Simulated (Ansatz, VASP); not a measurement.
AlNi3 in VASP and in Ansatz

```xyz
4
Lattice="0.0000 2.7984 2.7984 2.7984 0.0000 2.7984 2.7984 2.7984 0.0000" Properties=species:S:1:pos:R:3 pbc="T T T"
Al    2.8234    2.7984    2.7984
Ni    1.3992    1.3992    1.3992
Ni    0.0000    0.0000    0.0000
Ni    4.1976    4.1976    4.1976
```

Change from the starting cell: all Al atoms moved +0.025 Å, as atom 1 along Cartesian [1 0 0].

Alike in both runs: task single point; functional PBEsol; k mesh 14 × 14 × 14; occupations gaussian, width 0.15 eV; no spin polarisation.

|  | VASP | Ansatz |
| --- | --- | --- |
| version | VASP 6.6.1 | Ansatz 0.2.0 |
| potentials or method | VASP PAW PBE potentials, release 64 (Al, Ni), cutoff 520 eV | scalar-relativistic, plane waves, PAW |
| valence electrons in the cell | 33 | 57 |

VASP gave:

| Item | Value |
| --- | --- |
| gap on the k mesh at the Fermi level (eV) | none |
| pressure (GPa) | 0.1 |
| rms of the force components (eV/Å) | 0.079 |

Question: Which values does Ansatz return?

Answer: gap on the k mesh at the Fermi level (eV): none; pressure (GPa): 0.1; rms of the force components (eV/Å): 0.078.

VASP's potentials were made for PBE, not for PBEsol. Atom by atom the forces differ by 0.000 eV/Å (rms over components). A gap of «none» marks a metal or a gap that the smearing closes. With one functional, cell and mesh, what is left measures potentials, basis and numerics. VASP's potentials hold 33 valence electrons a cell and Ansatz's 57, so a difference there can come from the potentials and not from the codes.
